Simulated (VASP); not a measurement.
A run of VASP 6.6.1:

INCAR

```
AGGAC = 1.0 ; AGGAX = 1.0
ALDAC = 0.0 ; ALDAX = 1.0
ALGO = Normal ; EDIFF = 1E-6
ENCUT = 520 ; GGA = B5
ISIF = 2 ; ISMEAR = -1
IVDW = 13 ; LASPH = T
LCHARG = T ; LELF = T
LREAL = F ; LVHAR = T
LWAVE = F ; NBANDS = 18
NELM = 60 ; PREC = Accurate
SIGMA = 0.05 ; VDW_A1 = 0.44488865
VDW_A2 = 4.0933009 ; VDW_S6 = 1.0
VDW_S8 = 2.34076671
```

The input KPOINTS:

```
k-points
0
Gamma
  9 9 9
```

Contents of POSCAR:

```
HfO2
1.0
    0.0000000000      2.5229349520      2.5229349520
    2.5229349520      0.0000000000      2.5229349520
    2.5229349520      2.5229349520      0.0000000000
Hf O
1 2
Direct
    0.0000000000      0.0000000000      0.0000000000
    0.7500000000      0.7500000000      0.7500000000
    0.2500000000      0.2500000000      0.2500000000
```

Potentials or basis: VASP PAW PBE potentials, release 64 (Hf_pv, O).

Command:

```console
$ cat potpaw_PBE.64/Hf_pv/POTCAR potpaw_PBE.64/O/POTCAR > POTCAR
$ mpirun -np 1 vasp_std > vasp.out
```

Hardware: 1 thread of Intel Xeon 6975P-C, with other jobs on the host.

How long does it take, and how much memory?

It took 23 s on 1 thread of Intel Xeon 6975P-C, with other jobs on the host, peak memory 0.17 GiB. Counts: scf iterations 13, k points 35.
